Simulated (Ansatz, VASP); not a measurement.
Two plane-wave programs on Sc

```
CELL_PARAMETERS angstrom
3.30900 0.00000 0.00000
-1.65450 2.86568 0.00000
0.00000 0.00000 5.27330
ATOMIC_POSITIONS crystal
Sc 0.66919 0.32393 0.74631
Sc 0.33512 0.66578 0.24690
```

Change from the starting cell: atoms moved at random, drawn with an rms of 0.05 Å.

Alike in both runs: task single point; functional PBEsol; k mesh 9 × 9 × 5; occupations fermi-dirac, width 0.05 eV; no spin polarisation.

```csv
,VASP,Ansatz
version,VASP 6.6.1,Ansatz 0.2.0
potentials or method,"VASP PAW PBE potentials, release 64 (Sc_sv)",Ansatz PAW
plane-wave cutoff (eV),520,420
valence electrons in the cell,22,22
```

```tsv
	VASP	Ansatz	Ansatz less VASP
gap on the k mesh at the Fermi level (eV)	none	none	-
pressure (GPa)	-2.8	-2.8	-0.01
traceless stress, the component that is largest in VASP (GPa)	-1.03	-1.03	-0.001
rms of the force components (eV/Å)	0.022	0.022	0.0000
```

VASP's potentials were made for PBE, not for PBEsol. Atom by atom the forces differ by 0.000 eV/Å (rms over components). A gap of «none» marks a metal or a gap that the smearing closes.
